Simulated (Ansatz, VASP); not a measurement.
# MnO2 in VASP and in Ansatz

The input INCAR:

```
SYSTEM = MnO2
PREC = Accurate ; ENCUT = 520
EDIFF = 1E-6 ; ISMEAR = 0
SIGMA = 0.1 ; LREAL = .FALSE.
LASPH = .TRUE. ; NELM = 150
ALGO = Normal ; ISIF = 2
LWAVE = .FALSE. ; LCHARG = .TRUE.
ISPIN = 2 ; MAGMOM = 4 0 0
LORBIT = 11 ; LMAXMIX = 4
LDIPOL = .TRUE. ; IDIPOL = 3
DIPOL = 0.5 0.5 0.499 ; GGA = PE
LELF = .TRUE. ; LVHAR = .TRUE.
LVACPOTAV = .TRUE. ; NBANDS = 24
```

File KPOINTS:

```
regular mesh
0
G
  6 6 1
  0 0 0
```

The input POSCAR:

```
MnO2
1.0
    2.9933680000      0.0000000000      0.0000000000
   -1.4966840000      2.5923330000      0.0000000000
    0.0000000000      0.0000000000     17.0000000000
Mn O
1 2
Direct
    0.6666666700      0.3333333300      0.4977488600
    0.0000000000      0.0000000000      0.5640708600
    0.3333333300      0.6666666700      0.4359291400
```

Input for Ansatz:

```yaml
crystal:
  lattice:
    - [2.993368, 0.0, 0.0]
    - [-1.496684, 2.592333, 0.0]
    - [0.0, 0.0, 17.0]
  atoms:
    - { symbol: Mn, position: [0.66666667, 0.33333333, 0.49774886], spin: 4.0 }
    - { symbol: O, position: [0.0, 0.0, 0.56407086] }
    - { symbol: O, position: [0.33333333, 0.66666667, 0.43592914] }
  periodic: [true, true, false]
basis:
  ecutwfc: 420
kpoints:
  mp_grid: { grid: [6, 6, 1] }
hamiltonian:
  xc: pbe
scf:
  occupations: { method: gaussian, width: 0.1 }
  lower_state_search: "off"
output:
  forces: true
  stress: true
  eigenvalues: true
  populations: true
magnetization:
  spin_polarized: true
```

Change from the starting cell: species swapped into a sheet of the MnO2 type.

Alike in both runs: task single point; functional PBE; k mesh 6 × 6 × 1; occupations gaussian, width 0.1 eV; collinear spin.

|  | VASP | Ansatz |
| --- | --- | --- |
| version | VASP 6.6.1 | Ansatz 0.2.0 |
| potentials or method | VASP PAW PBE potentials, release 64 (Mn_pv, O), cutoff 520 eV | scalar-relativistic, plane waves, PAW |
| valence electrons in the cell | 25 | 27 |

VASP gave:

```
gap on the k mesh at the Fermi level (eV)                     : 1.56
least direct gap on the mesh (eV)                             : 1.71
rms of the force components (eV/Å)                            : 1.230
net moment per atom (μB)                                      : 1.00
size of the moment on the site where the two differ most (μB) : 3.03
```

Problem. Which values does Ansatz return?

Solution. gap on the k mesh at the Fermi level (eV): 1.59; least direct gap on the mesh (eV): 1.74; rms of the force components (eV/Å): 1.261; net moment per atom (μB): 1.00; size of the moment on the site where the two differ most (μB): 2.74.

Site moments also hang on the region over which each program counts them. Atom by atom the forces differ by 0.032 eV/Å (rms over components). VASP's potentials hold 25 valence electrons a cell and Ansatz's 27, so a difference there can come from the potentials and not from the codes. Ansatz's warnings: slab cell height set.
